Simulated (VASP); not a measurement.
Here is a VASP 6.6.1 calculation.

Contents of INCAR:

```
SYSTEM = Bi
PREC = Accurate ; ENCUT = 520
EDIFF = 1E-6 ; ISMEAR = 0
SIGMA = 0.15 ; LREAL = .FALSE.
LASPH = .TRUE. ; NELM = 60
ALGO = Fast ; ISIF = 2
LWAVE = .FALSE. ; LCHARG = .FALSE.
GGA = PS ; NBANDS = 22
```

The input KPOINTS:

```
regular mesh
0
G
  12 12 4
  0 0 0
```

Contents of POSCAR:

```
Bi
1.0
    4.5390002997      0.0000000000      0.0000000000
   -2.2695001499      3.9308895673      0.0000000000
    0.0000000000      0.0000000000     12.0064350000
Bi
2
Direct
    0.3333333333      0.6666666667      0.2500000000
    0.6666666667      0.3333333333      0.7500000000
```

Potentials or basis: VASP PAW PBE potentials, release 64 (Bi_d).

Command:

```console
$ cat potpaw_PBE.64/Bi_d/POTCAR > POTCAR
$ mpirun -np 1 vasp_std > vasp.out
```

Problem. What does it give for the band gap on the k mesh?

Solution. Zero (bands 15 and 16 overlap by 2.16 eV).

Problem. What does it give for the pressure?

Solution. -3.4 GPa.

Stress tensor (GPa, compression positive):
```
-4.97  0.00  0.00
 0.00 -4.97  0.00
 0.00  0.00 -0.32
```

Caveat: the cell differs from its parent crystal (strain +0.000 along x and y, +0.015 along z); the cell stands under tension; the PAW data sets were made with another functional, which shifts forces and pressure a little; spin-orbit coupling is left out, which moves the levels of the heavy elements.
